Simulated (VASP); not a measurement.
SnO, 4 atoms in the cell. Symmetry: P6_3mc, No. 186, hexagonal system. The conventional cell has a = 3.361 Å, b = 3.361 Å, c = 9.192 Å, α = 90.00°, β = 90.00°, γ = 120.00°. Sn (site symmetry 3m) has 3 O at 2.20 Å within 2.9 Å. O (site symmetry 3m) has 3 Sn at 2.20 Å within 2.9 Å. 

```yaml
Program: VASP 6.6.1
Task: single point
Functional: PBE
Potentials_or_basis: VASP PAW PBE potentials, release 64 (Sn_d, O_h)
Cutoff: 1340 eV
k_mesh: 9 × 9 × 2
Occupations: gaussian, width 0.01 eV
Spin: no spin polarisation
Dipole_correction: no
Further_INCAR_settings: ALGO = Normal; EDIFF = 1e-06; NBANDS = 28
```

Potentials or basis: VASP PAW PBE potentials, release 64 (Sn_d, O_h).

The run is started by

```console
$ cat potpaw_PBE.64/Sn_d/POTCAR potpaw_PBE.64/O_h/POTCAR > POTCAR
$ mpirun -np 1 vasp_std > vasp.out
```

Hardware: 1 thread of Intel(R) Xeon(R) Platinum 8375C CPU @ 2.90GHz (Ice Lake), with other jobs on the host.

**Question.** Estimate the wall time of this run.

**Answer.** It took 3.3 min on 1 thread of Intel(R) Xeon(R) Platinum 8375C CPU @ 2.90GHz (Ice Lake) (shared host), peak memory 0.54 GiB. Counts: scf iterations 15, k points 24.
